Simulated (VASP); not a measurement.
# KCl: electric field gradients with PBE

Crystal: KCl.

```
CELL_PARAMETERS angstrom
3.68851 0.00000 0.00000
0.00000 3.68851 0.00000
0.00000 0.00000 3.63400
ATOMIC_POSITIONS crystal
K 0.00000 0.00000 0.00000
Cl 0.50000 0.50000 0.50000
```

This cell differs from its parent crystal: x and y stretched by +1.5 %, z held.

- Program: VASP 6.6.1
- Task: electric field gradients
- Functional: PBE
- Potentials or basis: VASP PAW PBE potentials, release 64 (K_sv, Cl)
- Cutoff: 520 eV
- k mesh: 7 × 7 × 7
- Occupations: fermi-dirac, width 0.01 eV
- Spin: no spin polarisation
- Dipole correction: no
- Further INCAR settings: ALGO = Normal; EDIFF = 1e-08; NBANDS = 15

* Pressure: 3.4 GPa
* Band gap on the k mesh: 5.39 eV, indirect (least direct gap 5.58 eV)

Stress tensor (GPa, compression positive):
```
3.19 0.00 0.00
0.00 3.19 0.00
0.00 0.00 3.94
```

Levels at points of the mesh, in eV from the valence-band top:
```csv
k point,band 5,band 6,band 7,band 8,band 9,band 10,band 11,band 12
"(0.00, 0.00, 0.00)",-11.23,-0.28,-0.28,-0.19,5.39,6.36,6.43,10.89
```

Electric field gradients, principal values (V/Å²):
| atom | least | middle | greatest (by size) |
| --- | --- | --- | --- |
| 1 K | -0.977 | -0.977 | 1.954 |
| 2 Cl | 1.908 | 1.908 | -3.816 |

Run time: 30 s on 1 thread of Intel(R) Xeon(R) Platinum 8375C CPU @ 2.90GHz (Ice Lake), on a shared host, peak memory 0.16 GiB.

Caveat: the cell differs from its parent crystal (x and y stretched by +1.5 %, z held); without QUAD_EFG the Cq values of the log hold for a quadrupole moment of 1 mb, not for the nuclei. A k mesh can miss the band edges.
